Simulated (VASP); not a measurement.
# SiC (P6_3mc) in VASP: relaxation of the atoms with r2SCAN

Aim: the relaxation of the atoms of SiC with r2SCAN.

All numbers are computed with VASP 6.6.1; they aren't measurements. Logs are shortened: lines on timing, memory, paths and dates and some standing lists are left out, and cuts for length are marked.

## (1) The cell of the first run

It takes space group P6_3mc (No. 186, hexagonal). Conventional cell: a = 3.076 Å, b = 3.076 Å, c = 5.049 Å, α = 90.00°, β = 90.00°, γ = 120.00°. Within 2.5 Å of Si (site symmetry 3m) lie 4 C at 1.88 to 1.90 Å. Within 2.5 Å of C (site symmetry 3m) lie 4 Si at 1.88 to 1.90 Å.

## (2) Relaxation of the atoms, r2SCAN

POSCAR

```
SiC
1.0
    3.0755120100      0.0000000000      0.0000000000
   -1.5377560000      2.6634715300      0.0000000000
    0.0000000000      0.0000000000      5.0486206900
Si C
2 2
Direct
    0.3333333300      0.6666666700      0.0046022700
    0.6666666700      0.3333333300      0.5046022700
    0.3333333300      0.6666666700      0.3803977300
    0.6666666700      0.3333333300      0.8803977300
```

INCAR.step1

```
SYSTEM = SiC
PREC = Accurate
ENCUT = 520
ISMEAR = -1
SIGMA = 0.02
LREAL = .False.
LASPH = .True.
NELM = 100
GGA = PE
ALGO = Normal
EDIFF = 1E-4
LWAVE = .True.
LCHARG = .False.
```

INCAR.step2

```
SYSTEM = SiC
PREC = Accurate
ENCUT = 520
EDIFF = 1E-6
ISMEAR = -1
SIGMA = 0.02
LREAL = .False.
LASPH = .True.
NELM = 100
ALGO = Normal
ISIF = 2
LWAVE = .False.
LCHARG = .False.
METAGGA = R2SCAN
LMIXTAU = .True.
IBRION = 2
NSW = 50
EDIFFG = -0.01
ISTART = 1
```

KPOINTS

```
regular mesh
0
Gamma
  12 12 6
  0 0 0
```

Potentials or basis: VASP PAW PBE potentials, release 64 (Si, C).

On the command line:

```bash
$ cat potpaw_PBE.64/Si/POTCAR potpaw_PBE.64/C/POTCAR > POTCAR
$ cp INCAR.step1 INCAR
$ mpirun -np 1 vasp_std > vasp.out
$ cp INCAR.step2 INCAR
$ mpirun -np 1 vasp_std > vasp.out
```

OUTCAR:

```text
SYSTEM = SiC
   PREC = Accurate
   ENCUT = 520
   EDIFF = 1E-6
   ISMEAR = -1
   LREAL = .False.
   LASPH = .True.
   NELM = 100
   ISIF = 2
   METAGGA = R2SCAN
   IBRION = 2
   NSW = 50
   EDIFFG = -0.01
   ISTART = 1

 ion  position               nearest neighbor table
   1  0.333  0.667  0.005-   4 1.88   4 1.88   4 1.88   3 1.90   2 3.09   2 3.09   2 3.09   2 3.09
                             2 3.09   2 3.09
   2  0.667  0.333  0.505-   3 1.88   3 1.88   3 1.88   4 1.90   1 3.09   1 3.09   1 3.09   1 3.09
                             1 3.09   1 3.09
   3  0.333  0.667  0.380-   2 1.88   2 1.88   2 1.88   1 1.90
   4  0.667  0.333  0.880-   1 1.88   1 1.88   1 1.88   2 1.90

  LATTYP: Found a hexagonal cell.
 ALAT       =     3.0755120100
 C/A-ratio  =     1.6415545358

  Lattice vectors:

 A1 = (   3.0755120100,   0.0000000000,   0.0000000000)
 A2 = (  -1.5377560000,   2.6634715300,   0.0000000000)
 A3 = (   0.0000000000,   0.0000000000,   5.0486206900)

Analysis of symmetry for initial positions (statically):
=====================================================================
 Subroutine PRICEL returns:
 Original cell was already a primitive cell.

 Routine SETGRP: Setting up the symmetry group for a
 hexagonal supercell.

 Subroutine GETGRP returns: Found 12 space group operations
 (whereof  6 operations were pure point group operations)
 out of a pool of 24 trial point group operations.

The static configuration has the point symmetry C_3v.
 The point group associated with its full space group is C_6v.

Analysis of symmetry for dynamics (positions and initial velocities):
=====================================================================
 Subroutine PRICEL returns:
 Original cell was already a primitive cell.

 Routine SETGRP: Setting up the symmetry group for a
 hexagonal supercell.

 Subroutine GETGRP returns: Found 12 space group operations
 (whereof  6 operations were pure point group operations)
 out of a pool of 24 trial point group operations.

The dynamic configuration has the point symmetry C_3v.
 The point group associated with its full space group is C_6v.

 Subroutine INISYM returns: Found 12 space group operations
 (whereof  6 operations are pure point group operations),
 and found     1 'primitive' translations

----------------------------------------------------------------------------------------

                                     Primitive cell

  volume of cell :      41.3560

  direct lattice vectors                    reciprocal lattice vectors
     3.075512010  0.000000000  0.000000000     0.325149112  0.187724927  0.000000000
    -1.537756000  2.663471530  0.000000000     0.000000000  0.375449855  0.000000000
     0.000000000  0.000000000  5.048620690     0.000000000  0.000000000  0.198073902

  length of vectors
     3.075512010  3.075512007  5.048620690     0.375449855  0.375449855  0.198073902

  position of ions in fractional coordinates (direct lattice)
     0.333333330  0.666666670  0.004602270
     0.666666670  0.333333330  0.504602270
     0.333333330  0.666666670  0.380397730
     0.666666670  0.333333330  0.880397730

  ion indices of the primitive-cell ions
   primitive index   ion index
                 1           1
                 2           2
                 3           3
                 4           4

----------------------------------------------------------------------------------------

 KPOINTS: regular mesh

Automatic generation of k-mesh.
 Grid dimensions read from file:
 generate k-points for:   12   12    6

 Generating k-lattice:

  Cartesian coordinates                     Fractional coordinates (reciprocal lattice)
     0.027095759  0.015643744  0.000000000     0.083333333  0.000000000  0.000000000
     0.000000000  0.031287488  0.000000000     0.000000000  0.083333333  0.000000000
     0.000000000  0.000000000  0.033012317     0.000000000  0.000000000  0.166666667

  Length of vectors
     0.031287488  0.031287488  0.033012317

  Shift w.r.t. Gamma in fractional coordinates (k-lattice)
     0.000000000  0.000000000  0.000000000

 Subroutine IBZKPT returns following result:
 ===========================================

 Found     76 irreducible k-points:

 Following reciprocal coordinates:
            Coordinates               Weight
  0.000000  0.000000  0.000000      1.000000
  0.083333 -0.000000  0.000000      6.000000
  0.166667  0.000000  0.000000      6.000000
  0.250000  0.000000  0.000000      6.000000
  0.333333  0.000000  0.000000      6.000000
  0.416667  0.000000  0.000000      6.000000
[... 16 lines left out ...]
  0.250000  0.000000  0.166667     12.000000
  0.333333  0.000000  0.166667     12.000000
 [... further k-points ...]
   k-points           NKPTS =     76   k-points in BZ     NKDIM =     76   number of bands    NBANDS=     12
   number of dos      NEDOS =    301   number of ions     NIONS =      4
   total plane-waves  NPLWV =  23040
   dimension x,y,z NGX =    24 NGY =   24 NGZ =   40
   dimension x,y,z NGXF=    48 NGYF=   48 NGZF=   80
   ions per type =               2   2
   NGX,Y,Z   is equivalent  to a cutoff of  12.97, 12.97, 13.17 a.u.
   NGXF,Y,Z  is equivalent  to a cutoff of  25.95, 25.95, 26.34 a.u.
 SYSTEM =  SiC
   PREC   = accura    normal or accurate (medium, high low for compatibility)
   ISTART =      1    job   : 0-new  1-cont  2-samecut
   ICHARG =      0    charge: 1-file 2-atom 10-const
   ISPIN  =      1    spin polarized calculation?
   LNONCOLLINEAR =      F non collinear calculations
   LSORBIT =      F    spin-orbit coupling
   LASPH  =      T    aspherical Exc in radial PAW
   ENCUT  =  520.0 eV  38.22 Ry    6.18 a.u.   5.72  5.72  9.39*2*pi/ulx,y,z
   NELM   =    100;   NELMIN=  2; NELMDL=  0     # of ELM steps
   EDIFF  = 0.1E-05   stopping-criterion for ELM
   LREAL  =      F    real-space projection
   EDIFFG = -.1E-01   stopping-criterion for IOM
   NSW    =     50    number of steps for IOM
   IBRION =      2    ionic relax: 0-MD 1-quasi-New 2-CG
   NFREE  =      1    steps in history (QN), initial steepest desc. (CG)
   ISIF   =      2    stress and relaxation
   ISYM   =      2    0-nonsym 1-usesym 2-fastsym
   POTIM  = 0.5000    time-step for ionic-motion
   TEBEG  =    0.0;   TEEND  =   0.0 temperature during run
   PSTRESS=    0.0 pullay stress
   NELECT =      16.0000    total number of electrons
   NUPDOWN=      -1.0000    fix difference up-down
   EMIN   =  10.00;   EMAX   =-10.00  energy-range for DOS
   EFERMI =   0.00;   METHOD = LEGACY
   ISMEAR =    -1;   SIGMA  =   0.02  broadening in eV -4-tet -1-fermi 0-gaus
   EFERMI_NEDOS =   21; number of points for ismear=-14 and -15
   IALGO  =     38    algorithm
   IMIX   =      4    mixing-type and parameters
     AMIX     =   0.40;   BMIX     =  1.00
     AMIX_MAG =   1.60;   BMIX_MAG =  1.00
  volume/ion in A,a.u.               =      10.34        69.77
  Fermi-wavevector in a.u.,A,eV,Ry     =   1.192895  2.254244 19.361058  1.422998
  Thomas-Fermi vector in A             =   2.328922
   LORBIT       =      0    0 simple, 1 ext, 2 COOP (PROOUT), +10 PAW based schemes
   METAGGA = R2SCAN    functional components
   LHFCALC =     F    Hartree Fock is set to
   AEXX    =    0.0000 exact exchange contribution
   IVDW    =     0    specifies the selected vdW correction
   LEPSILON=     F    determine dielectric tensor
   LRPA    =     F    only Hartree local field effects (RPA)
 conjugate gradient relaxation of ions
 non-spin polarized calculation
  energy-cutoff  :      520.00
  volume of cell :       41.36
 maximum number of plane-waves:      1126
 NGX is ok and might be reduce to    24
   NGX = 11   NGY = 11   NGZ = 19

 number of electron      15.9999999 magnetization

 Free energy of the ion-electron system (eV)
  ---------------------------------------------------
  ext. energy  EPLUGINS =         0.00000000
  ---------------------------------------------------
  free energy    TOTEN  =       -38.63790822 eV

  energy without entropy =      -38.63790822  energy(sigma->0) =      -38.63790822

 E-fermi :   8.5788     XC(G=0): -11.9282

 val. band max:        8.1435642460   @ k =   0.0000   0.0000   0.0000
 cond. band min:      10.8021677877   @ k =   0.3333   0.3333   0.0000
 fundamental gap:      2.6586035417
 Fermi energy:         8.5787771788

 k-point     1 :       0.0000    0.0000    0.0000
  band No.  band energies     occupation
      1      -8.2098      2.00000
      2      -4.5835      2.00000
      3      -0.8478      2.00000
      4       6.7584      2.00000
      5       6.7584      2.00000
      6       8.0295      2.00000
      7       8.1436      2.00000
      8       8.1436      2.00000
      9      13.5211      0.00000
     10      14.9159      0.00000
     11      15.3328      0.00000
     12      15.3328      0.00000

 k-point     2 :       0.0833   -0.0000    0.0000
  band No.  band energies     occupation
      1      -8.0849      2.00000
      2      -4.4782      2.00000
      3      -0.7326      2.00000
      4       6.0599      2.00000
      5       6.5394      2.00000
      6       7.6604      2.00000
      7       7.9484      2.00000
      8       8.0730      2.00000
      9      13.9315      0.00000
     10      14.8939      0.00000
     11      15.3843      0.00000
     12      15.5970      0.00000

 k-point     3 :       0.1667    0.0000    0.0000
  band No.  band energies     occupation
      1      -7.7138      2.00000
      2      -4.1726      2.00000
      3      -0.3965      2.00000
      4       4.5275      2.00000
      5       6.0427      2.00000
      6       6.4925      2.00000
      7       7.6544      2.00000
      8       7.8411      2.00000
      9      13.5401      0.00000
     10      15.4901      0.00000
     11      15.8466      0.00000
     12      16.0947      0.00000
[... 286 lines left out ...]
 k-point    23 :       0.2500    0.0000    0.1667
  band No.  band energies     occupation
      1      -6.9727      2.00000
      2      -4.1762      2.00000
      3       0.6951      2.00000
      4       3.0702      2.00000
      5       4.6408      2.00000
      6       5.6042      2.00000
      7       7.0468      2.00000
      8       7.3226      2.00000
      9      12.6165      0.00000
     10      14.1730      0.00000
     11      15.6222      0.00000
     12      16.6686      0.00000

 k-point    24 :       0.3333    0.0000    0.1667
  band No.  band energies     occupation
      1      -6.1710      2.00000
      2      -3.5940      2.00000
      3       0.5493      2.00000
      4       2.3124      2.00000
      5       3.1568      2.00000
      6       5.1605      2.00000
      7       6.4803      2.00000
      8       6.9849      2.00000
      9      11.9961      0.00000
     10      13.1071      0.00000
     11      15.5568      0.00000
     12      16.5443      0.00000

 [... further k-points ...]
[... 5 lines left out ...]
  --------------------------------------------------------------------------------------
  -------------------------------------------------------------------------------------
  Total       -0.0598045     -0.0598045     -0.0560728     -0.0000000      0.0000000      0.0000000
  in kB       -2.3168950     -2.3168950     -2.1723247     -0.0000000      0.0000000      0.0000000
  external PRESSURE =      -2.2687049 kB  Pullay stress =       0.0000000 kB

 VOLUME and BASIS-vectors are now :
 -----------------------------------------------------------------------------
  energy-cutoff  :      520.00
  volume of cell :       41.36
      direct lattice vectors                 reciprocal lattice vectors
     3.075512010  0.000000000  0.000000000     0.325149112  0.187724927  0.000000000
    -1.537756000  2.663471530  0.000000000     0.000000000  0.375449855  0.000000000
     0.000000000  0.000000000  5.048620690     0.000000000  0.000000000  0.198073902

 POSITION                                       TOTAL-FORCE (eV/Angst)
 -----------------------------------------------------------------------------------
     -0.00000      1.77565      0.02324         0.000000      0.000000     -0.000584
      1.53776      0.88782      2.54755        -0.000000     -0.000000     -0.000584
     -0.00000      1.77565      1.92048         0.000000     -0.000000      0.000584
      1.53776      0.88782      4.44479        -0.000000      0.000000      0.000584
 -----------------------------------------------------------------------------------
    total drift:                               -0.000004      0.000002     -0.000145

  FREE ENERGIE OF THE ION-ELECTRON SYSTEM (eV)
  ---------------------------------------------------
  free  energy   TOTEN  =       -38.6379082159 eV

  energy  without entropy=      -38.6379082159  energy(sigma->0) =      -38.63790822

 reached required accuracy - stopping structural energy minimisation
```

Wall time 88 s (1 thread of Intel Xeon Platinum 8259CL at 2.50GHz (Skylake/Cascade Lake), shared host); peak memory 0.18 GiB.

What came out:

| Quantity | Value |
| --- | --- |
| Free energy | -38.6379 eV |
| Pressure after relaxing | -0.2 GPa |
| Band gap on the k mesh | 2.66 eV (least direct gap 4.48 eV) |

Final structure:
```
Si C
1.0
     3.07551    0.00000    0.00000
    -1.53776    2.66347    0.00000
     0.00000    0.00000    5.04862
Si C
2 2
Direct
  0.33333 0.66667 0.00460
  0.66667 0.33333 0.50460
  0.33333 0.66667 0.38040
  0.66667 0.33333 0.88040
```

Caveat: the PAW data sets were made with another functional, which shifts forces and pressure a little. r2SCAN opens gaps a little over a GGA but as a rule still falls short of measured ones.
